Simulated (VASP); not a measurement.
# Al2O3 (R-3c) in VASP: single point with BLYP

Aim: the single point of Al2O3 with BLYP.

Program: VASP 6.6.1. These are calculated values, not measurements. Logs are shortened: lines on timing, memory, paths and dates and some standing lists are left out, and cuts for length are marked.

**1. The cell of the first run**

Symmetry: R-3c, No. 167, trigonal system. Conventional cell: a = 4.760 Å, b = 4.760 Å, c = 12.996 Å, α = 90.00°, β = 90.00°, γ = 120.00°. Al (site symmetry 3) has 6 O at 1.85 to 1.97 Å within 2.5 Å. Within 2.9 Å of O (site symmetry 2) lie 4 Al at 1.85 to 1.97 Å and 12 O at 2.53 to 2.86 Å.

**2. Single point, BLYP**

POSCAR reads:

```
Al2O3
1.0
    2.3802500000      1.3742379782      4.3318666667
   -2.3802500000      1.3742379782      4.3318666667
    0.0000000000     -2.7484759565      4.3318666667
Al O
4 6
Direct
    0.8521600000      0.8521600000      0.8521600000
    0.6478400000      0.6478400000      0.6478400000
    0.1478400000      0.1478400000      0.1478400000
    0.3521600000      0.3521600000      0.3521600000
    0.0566800000      0.7500000000      0.4433200000
    0.7500000000      0.4433200000      0.0566800000
    0.4433200000      0.0566800000      0.7500000000
    0.9433200000      0.2500000000      0.5566800000
    0.2500000000      0.5566800000      0.9433200000
    0.5566800000      0.9433200000      0.2500000000
```

INCAR.step1 reads:

```
PREC     = Accurate       # precision mode
ENCUT    = 520            # plane-wave cutoff, eV
EDIFF    = 1E-6           # SCF threshold, eV
ISMEAR   = -1             # smearing method
SIGMA    = 0.05           # smearing width, eV
LREAL    = False          # projectors in reciprocal space
LASPH    = True           # aspherical terms in the spheres
NELM     = 80             # most SCF steps
ALGO     = Normal         # electronic algorithm
ISIF     = 2              # what is computed and relaxed
LWAVE    = False          # write WAVECAR
LCHARG   = True           # write CHGCAR
GGA      = B5             # functional
ALDAX    = 1.0          
AGGAX    = 1.0          
AGGAC    = 1.0          
ALDAC    = 0.0          
NBANDS   = 35             # bands
```

KPOINTS.step1 reads:

```
regular mesh
0
Gamma
  7 7 7
```

INCAR.step2 reads:

```
PREC     = Accurate       # precision mode
ENCUT    = 520            # plane-wave cutoff, eV
EDIFF    = 1E-6           # SCF threshold, eV
ISMEAR   = -5             # smearing method
SIGMA    = 0.05           # smearing width, eV
LREAL    = False          # projectors in reciprocal space
LASPH    = True           # aspherical terms in the spheres
NELM     = 80             # most SCF steps
ALGO     = Normal         # electronic algorithm
ISIF     = 2              # what is computed and relaxed
LWAVE    = False          # write WAVECAR
LCHARG   = False          # write CHGCAR
GGA      = B5             # functional
ALDAX    = 1.0          
AGGAX    = 1.0          
AGGAC    = 1.0          
ALDAC    = 0.0          
LORBIT   = 10             # projections on sites
NEDOS    = 2001           # points of the DOS
ICHARG   = 11             # starting density
```

KPOINTS.step2 reads:

```
regular mesh
0
Gamma
  11 11 11
```

Potentials or basis: VASP PAW PBE potentials, release 64 (Al, O).

Command:

```sh
> cat potpaw_PBE.64/Al/POTCAR potpaw_PBE.64/O/POTCAR > POTCAR
> cp INCAR.step1 INCAR
> cp KPOINTS.step1 KPOINTS
> mpirun -np 1 vasp_std > vasp.out
> cp INCAR.step2 INCAR
> cp KPOINTS.step2 KPOINTS
> mpirun -np 1 vasp_std > vasp.out
```

OUTCAR:

```text
PREC = Accurate
   ENCUT = 520
   EDIFF = 1E-6
   ISMEAR = -5
   LREAL = False
   LASPH = True
   NELM = 80
   ISIF = 2
   GGA = B5
   LORBIT = 10
   ICHARG = 11

 ion  position               nearest neighbor table
   1  0.852  0.852  0.852-   8 1.85   9 1.85  10 1.85   6 1.97   7 1.97   5 1.97   2 2.66   3 2.79
                             3 2.79   3 2.79   2 3.22   2 3.22   2 3.22
   2  0.648  0.648  0.648-   9 1.85   8 1.85  10 1.85   5 1.97   7 1.97   6 1.97   1 2.66   4 2.79
                             4 2.79   4 2.79   1 3.22   1 3.22   1 3.22
   3  0.148  0.148  0.148-   5 1.85   6 1.85   7 1.85   9 1.97  10 1.97   8 1.97   4 2.66   1 2.79
                             1 2.79   1 2.79   4 3.22   4 3.22   4 3.22
   4  0.352  0.352  0.352-   6 1.85   5 1.85   7 1.85   8 1.97  10 1.97   9 1.97   3 2.66   2 2.79
                             2 2.79   2 2.79   3 3.22   3 3.22   3 3.22
   5  0.057  0.750  0.443-   3 1.85   4 1.85   2 1.97   1 1.97
   6  0.750  0.443  0.057-   4 1.85   3 1.85   1 1.97   2 1.97
   7  0.443  0.057  0.750-   3 1.85   4 1.85   1 1.97   2 1.97
   8  0.943  0.250  0.557-   1 1.85   2 1.85   4 1.97   3 1.97
   9  0.250  0.557  0.943-   2 1.85   1 1.85   3 1.97   4 1.97
  10  0.557  0.943  0.250-   1 1.85   2 1.85   3 1.97   4 1.97

  LATTYP: Found a trigonal (rhomboedric) cell.
 ALAT       =     5.1302230849
 COS(alpha) =     0.5694707703

  Lattice vectors:

 A1 = (   2.3802500000,   1.3742379782,   4.3318666667)
 A2 = (  -2.3802500000,   1.3742379782,   4.3318666667)
 A3 = (   0.0000000000,  -2.7484759565,   4.3318666667)

Analysis of symmetry for initial positions (statically):
=====================================================================
 Subroutine PRICEL returns:
 Original cell was already a primitive cell.

 Routine SETGRP: Setting up the symmetry group for a
 trigonal (rhombohedral) supercell.

 Subroutine GETGRP returns: Found 12 space group operations
 (whereof  6 operations were pure point group operations)
 out of a pool of 12 trial point group operations.

The static configuration has the point symmetry S_6 .
 The point group associated with its full space group is D_3d.

Analysis of symmetry for dynamics (positions and initial velocities):
=====================================================================
 Subroutine PRICEL returns:
 Original cell was already a primitive cell.

 Routine SETGRP: Setting up the symmetry group for a
 trigonal (rhombohedral) supercell.

 Subroutine GETGRP returns: Found 12 space group operations
 (whereof  6 operations were pure point group operations)
 out of a pool of 12 trial point group operations.

[... 139 lines left out ...]
     AMIX_MAG =   1.60;   BMIX_MAG =  1.00
  volume/ion in A,a.u.               =       8.50        57.37
  Fermi-wavevector in a.u.,A,eV,Ry     =   1.353064  2.556920 24.909299  1.830782
  Thomas-Fermi vector in A             =   2.480350
   LORBIT       =     10    0 simple, 1 ext, 2 COOP (PROOUT), +10 PAW based schemes
   GGA     = B5    functional components
   LHFCALC =     F    Hartree Fock is set to
   AEXX    =    0.0000 exact exchange contribution
   IVDW    =     0    specifies the selected vdW correction
   LEPSILON=     F    determine dielectric tensor
   LRPA    =     F    only Hartree local field effects (RPA)
 non-spin polarized calculation
 Fermi weights with tetrahedron method with Bloechl corrections
  energy-cutoff  :      520.00
  volume of cell :       85.02
 maximum number of plane-waves:      2312
 NGX is ok and might be reduce to    40

 number of electron      48.0000013 magnetization

 Free energy of the ion-electron system (eV)
  ---------------------------------------------------
  ext. energy  EPLUGINS =         0.00000000
  ---------------------------------------------------
  free energy    TOTEN  =       -71.16956397 eV

  energy without entropy =      -71.16956397  energy(sigma->0) =      -71.16956397

 E-fermi :   6.4804     XC(G=0): -11.1320

 val. band max:        6.4692485731   @ k =   0.0000   0.0000   0.0000
 cond. band min:      12.9485064384   @ k =   0.0000   0.0000   0.0000
 fundamental gap:      6.4792578653
 Fermi energy:         6.4804463260

 k-point     1 :       0.0000    0.0000    0.0000
  band No.  band energies     occupation
      1     -12.6439      2.00000
      2     -10.3318      2.00000
      3     -10.0569      2.00000
      4     -10.0569      2.00000
      5      -9.7475      2.00000
      6      -9.7475      2.00000
[... 781 lines left out ...]
     29      17.3098      0.00000
     30      18.3764      0.00000

 [... further k-points ...]
[... 5 lines left out ...]
  --------------------------------------------------------------------------------------
  -------------------------------------------------------------------------------------
  Total        6.3753895      6.3753895      6.1605827      0.0000000     -0.0000000     -0.0000000
  in kB      120.1452082    120.1452082    116.0971402      0.0000000     -0.0000000     -0.0000000
  external PRESSURE =     118.7958522 kB  Pullay stress =       0.0000000 kB

 VOLUME and BASIS-vectors are now :
 -----------------------------------------------------------------------------
  energy-cutoff  :      520.00
  volume of cell :       85.02
      direct lattice vectors                 reciprocal lattice vectors
     2.380250000  1.374237978  4.331866667     0.210061968  0.121279334  0.076949121
    -2.380250000  1.374237978  4.331866667    -0.210061968  0.121279334  0.076949121
     0.000000000 -2.748475957  4.331866667     0.000000000 -0.242558668  0.076949121

 POSITION                                       TOTAL-FORCE (eV/Angst)
 -----------------------------------------------------------------------------------
      0.00000     -0.00000     11.07433         0.000000     -0.000000      0.023474
      0.00000     -0.00000      8.41907         0.000000      0.000000     -0.023474
      0.00000     -0.00000      1.92127         0.000000      0.000000     -0.023474
      0.00000     -0.00000      4.57653         0.000000     -0.000000      0.023474
     -1.65027     -0.10988      5.41483         0.004328      0.007496     -0.000000
      0.72998      1.48412      5.41483         0.004328     -0.007496     -0.000000
      0.92030     -1.37424      5.41483        -0.008656     -0.000000     -0.000000
      1.65027      0.10988      7.58077        -0.004328     -0.007496     -0.000000
     -0.72998     -1.48412      7.58077        -0.004328      0.007496     -0.000000
     -0.92030      1.37424      7.58077         0.008656     -0.000000     -0.000000
 -----------------------------------------------------------------------------------
    total drift:                               -0.000000     -0.000000      0.000000

  FREE ENERGIE OF THE ION-ELECTRON SYSTEM (eV)
  ---------------------------------------------------
  free  energy   TOTEN  =       -71.1695639704 eV

  energy  without entropy=      -71.1695639704  energy(sigma->0) =      -71.16956397

 total charge

# of ion       s       p       d       tot
------------------------------------------
    1        0.301   0.395   0.000   0.696
    2        0.301   0.395   0.000   0.696
    3        0.301   0.395   0.000   0.696
    4        0.301   0.395   0.000   0.696
    5        1.541   3.668   0.000   5.209
    6        1.541   3.668   0.000   5.209
    7        1.541   3.668   0.000   5.209
    8        1.541   3.668   0.000   5.209
    9        1.541   3.668   0.000   5.209
   10        1.541   3.668   0.000   5.209
--------------------------------------------------
tot         10.450  23.589   0.000  34.038
```

OSZICAR.step1:

```text
N       E                     dE             d eps       ncg     rms          rms(c)
DAV:   1     0.227835099242E+03    0.22784E+03   -0.25550E+04  3080   0.131E+03
DAV:   2    -0.689164479279E+02   -0.29675E+03   -0.28845E+03  3889   0.289E+02
DAV:   3    -0.810810245912E+02   -0.12165E+02   -0.12127E+02  4021   0.598E+01
DAV:   4    -0.811769984773E+02   -0.95974E-01   -0.95922E-01  3848   0.613E+00
DAV:   5    -0.811782773301E+02   -0.12789E-02   -0.12787E-02  3872   0.700E-01    0.193E+01
DAV:   6    -0.711016654729E+02    0.10077E+02   -0.35701E+01  3727   0.321E+01    0.555E+00
DAV:   7    -0.711670334312E+02   -0.65368E-01   -0.11816E+00  3712   0.525E+00    0.332E+00
DAV:   8    -0.711690856796E+02   -0.20522E-02   -0.11507E-01  3679   0.253E+00    0.768E-01
DAV:   9    -0.711691274869E+02   -0.41807E-04   -0.26125E-02  4024   0.847E-01    0.261E-01
DAV:  10    -0.711695150091E+02   -0.38752E-03   -0.81738E-04  3500   0.169E-01    0.751E-02
DAV:  11    -0.711695126630E+02    0.23461E-05   -0.16414E-04  3880   0.796E-02    0.291E-02
DAV:  12    -0.711695142181E+02   -0.15551E-05   -0.44814E-06  3740   0.142E-02    0.106E-02
DAV:  13    -0.711695135884E+02    0.62972E-06   -0.15705E-06  2464   0.765E-03
   1 F= -.71169514E+02 E0= -.71169514E+02  d E =-.220099E-10
```

Run time: 12 min. Hardware: 1 thread of Intel Xeon 8259CL, shared host; peak memory 0.42 GiB.

Results:

| Property | Result |
| --- | --- |
| Valence electrons inside the program's atomic spheres | Al 0.70; O 5.21 |

Levels at points of the mesh, in eV from the valence-band top:
```csv
k point,band 21,band 22,band 23,band 24,band 25,band 26,band 27,band 28
"(0.00, 0.00, 0.00)",-0.48,-0.05,-0.05,0.00,6.48,9.42,10.80,11.80
```

Caveat: the PAW data sets were made with another functional, which shifts forces and pressure a little.
